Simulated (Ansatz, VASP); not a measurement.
# SrTiO3 in VASP and in Ansatz

```xyz
5
Lattice="3.6577 0.0000 0.0000 0.0000 3.6577 0.0000 0.0000 0.0000 3.6577" Properties=species:S:1:pos:R:3 pbc="T T T"
Sr    0.0000    0.0000    0.0000
Ti    1.8288    1.8288    1.8288
O     1.8288    0.0000    1.8288
O     1.8288    1.8288    0.0000
O     0.0000    1.8288    1.8288
```

Alike in both runs: task single point; functional r2SCAN; k mesh 6 × 6 × 6; occupations gaussian, width 0.02 eV; no spin polarisation; Hubbard terms Ti d U = 4.0 eV.

```csv
,VASP,Ansatz
version,VASP 6.6.1,Ansatz 0.2.0
potentials or method,"VASP PAW PBE potentials, release 64 (Sr_sv, Ti_sv, O), cutoff 520 eV","scalar-relativistic, plane waves, PAW"
valence electrons in the cell,40,40
```

VASP gave:

* gap on the k mesh at the Fermi level (eV): 3.31
* least direct gap on the mesh (eV): 3.57

Which values does Ansatz return?

gap on the k mesh at the Fermi level (eV): 3.28; least direct gap on the mesh (eV): 3.51.

VASP's potentials were made for PBE, not for r2SCAN. The programs project onto different local orbitals, so the same U acts differently, and such runs can settle in different states.
